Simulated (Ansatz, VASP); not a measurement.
**HfOs in VASP and in Ansatz**

```
Hf Os
1.0
     3.26045    0.00000    0.00000
     0.00000    3.26045    0.00000
     0.00000    0.00000    3.26045
Hf Os
1 1
Direct
  0.00000 0.00000 0.00000
  0.50000 0.50000 0.50000
```

Change from the starting cell: volume scaled by 1.02.

Alike in both runs: task single point; functional PBEsol; k mesh 10 × 10 × 10; occupations fermi-dirac, width 0.05 eV; no spin polarisation.

|  | VASP | Ansatz |
| --- | --- | --- |
| version | VASP 6.6.1 | Ansatz 0.2.0 |
| potentials or method | VASP PAW PBE potentials, release 64 (Hf_pv, Os), cutoff 520 eV | all-electron LAPW, scalar-relativistic |

```tsv
	VASP	Ansatz	Ansatz less VASP
pressure (GPa)	-8.7	-7.7	+1.01
```

VASP's potentials were made for PBE, not for PBEsol. Ansatz ran all-electron here, and VASP with PAW potentials.

Neither program's run includes spin-orbit coupling.
